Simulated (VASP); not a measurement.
Input of a VASP 6.6.1 run:

The input INCAR:

```
PREC = Accurate ; ENCUT = 520
EDIFF = 1E-6 ; ISMEAR = -1
SIGMA = 0.1 ; LREAL = False
LASPH = True ; NELM = 100
ALGO = Normal ; ISIF = 2
LWAVE = False ; LCHARG = False
LDIPOL = True ; IDIPOL = 3
DIPOL = 0.5 0.5 0.500 ; GGA = PE
NBANDS = 46
```

The input KPOINTS:

```
regular mesh
0
Gamma
  14 7 1
```

Contents of POSCAR:

```
Zn5Ga
1.0
    2.6358129023      0.0000000000      0.0000000000
    0.0000000000      5.0929172529      0.0000000000
    0.0000000000      0.0000000000     21.3263000000
Zn Ga
5 1
Direct
    0.7500000000      0.7500000000      0.3861879559
    0.2500000000      0.2500000000      0.3858825422
    0.7500000000      0.2500000000      0.4998477720
    0.7500000000      0.7500000000      0.6141174587
    0.2500000000      0.2500000000      0.6138120462
    0.2500000000      0.7500000000      0.5001522250
```

Potentials or basis: VASP PAW PBE potentials, release 64 (Zn, Ga_d).

Launch:

```sh
$ cat potpaw_PBE.64/Zn/POTCAR potpaw_PBE.64/Ga_d/POTCAR > POTCAR
$ mpirun -np 1 vasp_std > vasp.out
```

Q: Predict the largest force.

A: 0.167 eV/Å.

Q: What does it give for the band gap on the k mesh?

A: Zero (an odd number of electrons rules out a gap without spin polarisation).

Forces in eV/Å, atoms in the order of the input:
```
Zn   0.000  0.000 -0.167
Zn   0.000  0.000 -0.053
Zn   0.000  0.000  0.002
Zn   0.000  0.000  0.162
Zn   0.000  0.000  0.058
Ga   0.000  0.000 -0.003
```
